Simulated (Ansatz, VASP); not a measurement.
# Ir in VASP and in Ansatz

```
CELL_PARAMETERS angstrom
-1.54451 1.54451 1.54451
1.54451 -1.54451 1.54451
1.54451 1.54451 -1.54451
ATOMIC_POSITIONS crystal
Ir 0.00000 0.00000 0.00000
```

Alike in both runs: functional r2SCAN; k mesh 8 × 8 × 8; occupations gaussian, width 0.1 eV; no spin polarisation.

Ansatz relaxed the structure, and its values are those at the end. VASP's run is a single point on that final structure, the one shown.

```csv
,VASP,Ansatz
version,VASP 6.6.1,Ansatz 0.2.0
potentials or method,"VASP PAW PBE potentials, release 64 (Ir), cutoff 520 eV","scalar-relativistic, plane waves, PAW"
valence electrons in the cell,9,17
```

Ansatz gave:

```
gap on the k mesh at the Fermi level (eV) : none
pressure (GPa)                            : -0.1
```

Task: What did VASP give for the same quantities?

Result: gap on the k mesh at the Fermi level (eV): none; pressure (GPa): 2.2.

VASP's potentials were made for PBE, not for r2SCAN. A gap of «none» marks a metal or a gap that the smearing closes. VASP's potentials hold 9 valence electrons a cell and Ansatz's 17, so a difference there can come from the potentials and not from the codes.

Neither program's run includes spin-orbit coupling.
